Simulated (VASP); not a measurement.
# Ir (P6_3/mmc) in VASP: notebook

The runs below take Ir through single point, with PBE.

Program: VASP 6.6.1. These are calculated values, not measurements. Logs are shortened: lines on timing, memory, paths and dates and some standing lists are left out, and cuts for length are marked.

## 1. The cell of the first run

The structure is hexagonal, space group P6_3/mmc (No. 194). The conventional cell has a = 2.751 Å, b = 2.751 Å, c = 4.462 Å, α = 90.00°, β = 90.00°, γ = 120.00°. Within 3.6 Å of Ir (site symmetry -6m2) lie 12 Ir at 2.74 to 2.75 Å.

This isn't the form of Ir at room conditions, which is fcc.

## 2. Single point, PBE

File INCAR:

```
PREC     = Accurate       # precision mode
ENCUT    = 520            # plane-wave cutoff, eV
EDIFF    = 1E-6           # SCF threshold, eV
ISMEAR   = 0              # smearing method
SIGMA    = 0.018000000000000002 # smearing width, eV
LREAL    = F              # projectors in reciprocal space
LASPH    = T              # aspherical terms in the spheres
NELM     = 80             # most SCF steps
ALGO     = Normal         # electronic algorithm
ISIF     = 2              # what is computed and relaxed
LWAVE    = F              # write WAVECAR
LCHARG   = F              # write CHGCAR
GGA      = PE             # functional
NBANDS   = 16             # bands
```

File KPOINTS:

```
Automatic mesh
0
Gamma
  11 11 6
```

File POSCAR:

```
Ir
1.0
    2.7513778946      0.0000000000      0.0000000000
   -1.3756889473      2.3827631521      0.0000000000
    0.0000000000      0.0000000000      4.4622900000
Ir
2
Direct
    0.3333333333      0.6666666667      0.2500000000
    0.6666666667      0.3333333333      0.7500000000
```

Potentials or basis: VASP PAW PBE potentials, release 64 (Ir).

On the command line:

```console
$ cat potpaw_PBE.64/Ir/POTCAR > POTCAR
$ mpirun -np 1 vasp_std > vasp.out
```

OUTCAR:

```text
PREC = Accurate
   ENCUT = 520
   EDIFF = 1E-6
   ISMEAR = 0
   LREAL = F
   LASPH = T
   NELM = 80
   ISIF = 2
   GGA = PE

 ion  position               nearest neighbor table
   1  0.333  0.667  0.250-   2 2.74   2 2.74   2 2.74   2 2.74   2 2.74   2 2.74
   2  0.667  0.333  0.750-   1 2.74   1 2.74   1 2.74   1 2.74   1 2.74   1 2.74

  LATTYP: Found a hexagonal cell.
 ALAT       =     2.7513778946
 C/A-ratio  =     1.6218382828

  Lattice vectors:

 A1 = (   2.7513778946,   0.0000000000,   0.0000000000)
 A2 = (  -1.3756889473,   2.3827631521,   0.0000000000)
 A3 = (   0.0000000000,   0.0000000000,   4.4622900000)

Analysis of symmetry for initial positions (statically):
=====================================================================
 Subroutine PRICEL returns:
 Original cell was already a primitive cell.

 Routine SETGRP: Setting up the symmetry group for a
 hexagonal supercell.

 Subroutine GETGRP returns: Found 24 space group operations
 (whereof 12 operations were pure point group operations)
 out of a pool of 24 trial point group operations.

The static configuration has the point symmetry D_3d.
 The point group associated with its full space group is D_6h.

Analysis of symmetry for dynamics (positions and initial velocities):
=====================================================================
 Subroutine PRICEL returns:
 Original cell was already a primitive cell.

 Routine SETGRP: Setting up the symmetry group for a
 hexagonal supercell.

 Subroutine GETGRP returns: Found 24 space group operations
 (whereof 12 operations were pure point group operations)
 out of a pool of 24 trial point group operations.

The dynamic configuration has the point symmetry D_3d.
 The point group associated with its full space group is D_6h.

 Subroutine INISYM returns: Found 24 space group operations
 (whereof 12 operations are pure point group operations),
 and found     1 'primitive' translations

----------------------------------------------------------------------------------------

                                     Primitive cell

  volume of cell :      29.2542

  direct lattice vectors                    reciprocal lattice vectors
     2.751377895  0.000000000  0.000000000     0.363454254  0.209840411  0.000000000
    -1.375688947  2.382763152  0.000000000     0.000000000  0.419680823  0.000000000
     0.000000000  0.000000000  4.462290000     0.000000000  0.000000000  0.224100182

  length of vectors
     2.751377895  2.751377895  4.462290000     0.419680823  0.419680823  0.224100182

  position of ions in fractional coordinates (direct lattice)
     0.333333333  0.666666667  0.250000000
     0.666666667  0.333333333  0.750000000

  ion indices of the primitive-cell ions
   primitive index   ion index
                 1           1
                 2           2

----------------------------------------------------------------------------------------

 KPOINTS: Automatic mesh

Automatic generation of k-mesh.
 Grid dimensions read from file:
 generate k-points for:   11   11    6

 Generating k-lattice:

  Cartesian coordinates                     Fractional coordinates (reciprocal lattice)
     0.033041296  0.019076401  0.000000000     0.090909091 -0.000000000  0.000000000
     0.000000000  0.038152802  0.000000000     0.000000000  0.090909091  0.000000000
     0.000000000  0.000000000  0.037350030     0.000000000  0.000000000  0.166666667

  Length of vectors
     0.038152802  0.038152802  0.037350030

  Shift w.r.t. Gamma in fractional coordinates (k-lattice)
     0.000000000  0.000000000  0.000000000

 Subroutine IBZKPT returns following result:
 ===========================================

 Found     64 irreducible k-points:

 Following reciprocal coordinates:
            Coordinates               Weight
  0.000000  0.000000  0.000000      1.000000
  0.090909 -0.000000  0.000000      6.000000
  0.181818 -0.000000  0.000000      6.000000
  0.272727 -0.000000  0.000000      6.000000
  0.363636 -0.000000  0.000000      6.000000
  0.454545 -0.000000  0.000000      6.000000
[... 16 lines left out ...]
  0.090909  0.090909  0.166667     12.000000
  0.181818  0.090909  0.166667     24.000000
 [... further k-points ...]
   k-points           NKPTS =     64   k-points in BZ     NKDIM =     64   number of bands    NBANDS=     16
   number of dos      NEDOS =    301   number of ions     NIONS =      2
   total plane-waves  NPLWV =  14400
   dimension x,y,z NGX =    20 NGY =   20 NGZ =   36
   dimension x,y,z NGXF=    40 NGYF=   40 NGZF=   72
   ions per type =               2
   NGX,Y,Z   is equivalent  to a cutoff of  12.08, 12.08, 13.41 a.u.
   NGXF,Y,Z  is equivalent  to a cutoff of  24.17, 24.17, 26.82 a.u.
 SYSTEM =  unknown system
   PREC   = accura    normal or accurate (medium, high low for compatibility)
   ISTART =      0    job   : 0-new  1-cont  2-samecut
   ICHARG =      2    charge: 1-file 2-atom 10-const
   ISPIN  =      1    spin polarized calculation?
   LNONCOLLINEAR =      F non collinear calculations
   LSORBIT =      F    spin-orbit coupling
   LASPH  =      T    aspherical Exc in radial PAW
   ENCUT  =  520.0 eV  38.22 Ry    6.18 a.u.   5.12  5.12  8.30*2*pi/ulx,y,z
   NELM   =     80;   NELMIN=  2; NELMDL= -5     # of ELM steps
   EDIFF  = 0.1E-05   stopping-criterion for ELM
   LREAL  =      F    real-space projection
   EDIFFG = 0.1E-04   stopping-criterion for IOM
   NSW    =      0    number of steps for IOM
   IBRION =     -1    ionic relax: 0-MD 1-quasi-New 2-CG
   NFREE  =      0    steps in history (QN), initial steepest desc. (CG)
   ISIF   =      2    stress and relaxation
   ISYM   =      2    0-nonsym 1-usesym 2-fastsym
   POTIM  = 0.5000    time-step for ionic-motion
   TEBEG  =    0.0;   TEEND  =   0.0 temperature during run
   PSTRESS=    0.0 pullay stress
   NELECT =      18.0000    total number of electrons
   NUPDOWN=      -1.0000    fix difference up-down
   EMIN   =  10.00;   EMAX   =-10.00  energy-range for DOS
   EFERMI =   0.00;   METHOD = LEGACY
   ISMEAR =     0;   SIGMA  =   0.02  broadening in eV -4-tet -1-fermi 0-gaus
   EFERMI_NEDOS =   21; number of points for ismear=-14 and -15
   IALGO  =     38    algorithm
   IMIX   =      4    mixing-type and parameters
     AMIX     =   0.40;   BMIX     =  1.00
     AMIX_MAG =   1.60;   BMIX_MAG =  1.00
  volume/ion in A,a.u.               =      14.63        98.71
  Fermi-wavevector in a.u.,A,eV,Ry     =   1.392417  2.631287 26.379323  1.938826
  Thomas-Fermi vector in A             =   2.516162
   LORBIT       =      0    0 simple, 1 ext, 2 COOP (PROOUT), +10 PAW based schemes
   GGA     = PE    functional components
   LHFCALC =     F    Hartree Fock is set to
   AEXX    =    0.0000 exact exchange contribution
   IVDW    =     0    specifies the selected vdW correction
   LEPSILON=     F    determine dielectric tensor
   LRPA    =     F    only Hartree local field effects (RPA)
 non-spin polarized calculation
 Gauss-broadening in eV      SIGMA  =   0.02
  energy-cutoff  :      520.00
  volume of cell :       29.25
 maximum number of plane-waves:       796
   NGX = 11   NGY = 11   NGZ = 17

 number of electron      18.0000000 magnetization

 Free energy of the ion-electron system (eV)
  ---------------------------------------------------
  ext. energy  EPLUGINS =         0.00000000
  ---------------------------------------------------
  free energy    TOTEN  =       -17.52152113 eV

  energy without entropy =      -17.52068875  energy(sigma->0) =      -17.52110494

 E-fermi :   9.9325     XC(G=0): -13.7907

 val. band max:        9.9198625643   @ k =   0.3636   0.1818   0.1667
 cond. band min:       9.9378394659   @ k =   0.2727   0.0909   0.3333
 fundamental gap:      0.0179769015
 Fermi energy:         9.9325380845

 k-point     1 :       0.0000    0.0000    0.0000
  band No.  band energies     occupation
      1      -0.9271      2.00000
      2       2.1083      2.00000
      3       6.1875      2.00000
      4       6.2903      2.00000
      5       6.2903      2.00000
      6       6.9143      2.00000
[... 8 lines left out ...]
     15      26.3742      0.00000
     16      27.3751      0.00000

 k-point     2 :       0.0909   -0.0000    0.0000
  band No.  band energies     occupation
      1      -0.6165      2.00000
      2       2.3815      2.00000
      3       5.7741      2.00000
      4       6.5495      2.00000
      5       6.6234      2.00000
      6       6.7797      2.00000
[... 8 lines left out ...]
     15      26.7707      0.00000
     16      27.7922      0.00000

 k-point     3 :       0.1818   -0.0000    0.0000
  band No.  band energies     occupation
      1       0.2470      2.00000
      2       3.0270      2.00000
      3       5.2901      2.00000
      4       5.9400      2.00000
      5       6.3317      2.00000
      6       7.0614      2.00000
[... 8 lines left out ...]
     15      27.0631      0.00000
     16      27.4893      0.00000

 k-point     4 :       0.2727   -0.0000    0.0000
  band No.  band energies     occupation
      1       1.4123      2.00000
      2       3.3278      2.00000
      3       4.7172      2.00000
      4       5.3202      2.00000
      5       6.1746      2.00000
      6       6.5995      2.00000
[... 8 lines left out ...]
     15      25.0841      0.00000
     16      25.5342      0.00000
[... 324 lines left out ...]
 k-point    22 :       0.4545   -0.0000    0.1667
  band No.  band energies     occupation
      1       2.3791      2.00000
      2       2.8446      2.00000
      3       4.0290      2.00000
      4       5.0491      2.00000
      5       6.2587      2.00000
      6       7.0505      2.00000
[... 8 lines left out ...]
     15      22.2218      0.00000
     16      22.6891      0.00000

 k-point    23 :       0.0909    0.0909    0.1667
  band No.  band energies     occupation
      1       0.2497      2.00000
      2       2.9119      2.00000
      3       5.4065      2.00000
      4       5.7367      2.00000
      5       6.2810      2.00000
      6       6.7385      2.00000
[... 8 lines left out ...]
     15      26.8458      0.00000
     16      27.2531      0.00000

 k-point    24 :       0.1818    0.0909    0.1667
  band No.  band energies     occupation
      1       1.2412      2.00000
      2       3.5963      2.00000
      3       4.8252      2.00000
      4       5.0527      2.00000
      5       6.0079      2.00000
      6       6.6038      2.00000
[... 8 lines left out ...]
     15      25.0478      0.00000
     16      26.4446      0.00000

 [... further k-points ...]

------------------------ aborting loop because EDIFF is reached ----------------------------------------

  FORCE on cell =-STRESS in cart. coord.  units (eV):
  Direction    XX          YY          ZZ          XY          YZ          ZX
  --------------------------------------------------------------------------------------
  -------------------------------------------------------------------------------------
  Total       -0.2336683     -0.2336683     -0.0574099     -0.0000000      0.0000000      0.0000000
  in kB      -12.7973932    -12.7973932     -3.1441873     -0.0000000      0.0000000      0.0000000
  external PRESSURE =      -9.5796579 kB  Pullay stress =       0.0000000 kB

 VOLUME and BASIS-vectors are now :
 -----------------------------------------------------------------------------
  energy-cutoff  :      520.00
  volume of cell :       29.25
      direct lattice vectors                 reciprocal lattice vectors
     2.751377895  0.000000000  0.000000000     0.363454254  0.209840411  0.000000000
    -1.375688947  2.382763152  0.000000000     0.000000000  0.419680823  0.000000000
     0.000000000  0.000000000  4.462290000     0.000000000  0.000000000  0.224100182

 POSITION                                       TOTAL-FORCE (eV/Angst)
 -----------------------------------------------------------------------------------
     -0.00000      1.58851      1.11557         0.000000     -0.000000      0.000000
      1.37569      0.79425      3.34672        -0.000000      0.000000      0.000000
 -----------------------------------------------------------------------------------
    total drift:                                0.000000     -0.000000     -0.000000

  FREE ENERGIE OF THE ION-ELECTRON SYSTEM (eV)
  ---------------------------------------------------
  free  energy   TOTEN  =       -17.5215211250 eV

  energy  without entropy=      -17.5206887538  energy(sigma->0) =      -17.52110494
```

Run time: 12 s. Hardware: 1 thread of AMD EPYC 9R45 (Zen 5), shared host; peak memory 0.12 GiB.

Results:

- Free energy: -17.5215 eV
- Pressure: -1.0 GPa
- Band gap on the k mesh: zero (bands 9 and 10 overlap by 3.07 eV)

Caveat: spin-orbit coupling is left out, which moves the levels of the heavy elements.

## 3. Single point, PBE

File INCAR:

```
PREC = Accurate
ENCUT = 520
EDIFF = 1E-6
ISMEAR = 0
SIGMA = 0.019000000000000003
LREAL = False
LASPH = True
NELM = 80
ALGO = Normal
ISIF = 2
LWAVE = False
LCHARG = True
GGA = PE
LELF = True
LVHAR = True
NBANDS = 16
```

File KPOINTS:

```
regular mesh
0
Gamma
  11 11 6
```

POSCAR is that of step 2.

Potentials or basis: VASP PAW PBE potentials, release 64 (Ir).

On the command line:

```console
$ cat potpaw_PBE.64/Ir/POTCAR > POTCAR
$ mpirun -np 1 vasp_std > vasp.out
```

It took 12 s on 1 thread of AMD EPYC 9R45 (Zen 5), shared host; peak memory 0.12 GiB.

It converged, with:

* Free energy: -17.5216 eV
* Pressure: -1.0 GPa
* Band gap on the k mesh: zero (bands 9 and 10 overlap by 3.07 eV)

Stress tensor (GPa, compression positive):
```
-1.26  0.00  0.00
 0.00 -1.26  0.00
 0.00  0.00 -0.35
```

Levels at points of the mesh, in eV from the Fermi level:
```csv
k point,band 7,band 8,band 9,band 10,band 11,band 12
"(0.00, 0.00, 0.00)",-3.02,-2.26,-2.26,-0.72,0.27,0.27
"(0.00, 0.00, 0.50)",-3.76,-3.76,-0.44,-0.44,-0.44,-0.44
```

Caveat: spin-orbit coupling is left out, which moves the levels of the heavy elements.

(Part 1 of 2 ends here.)
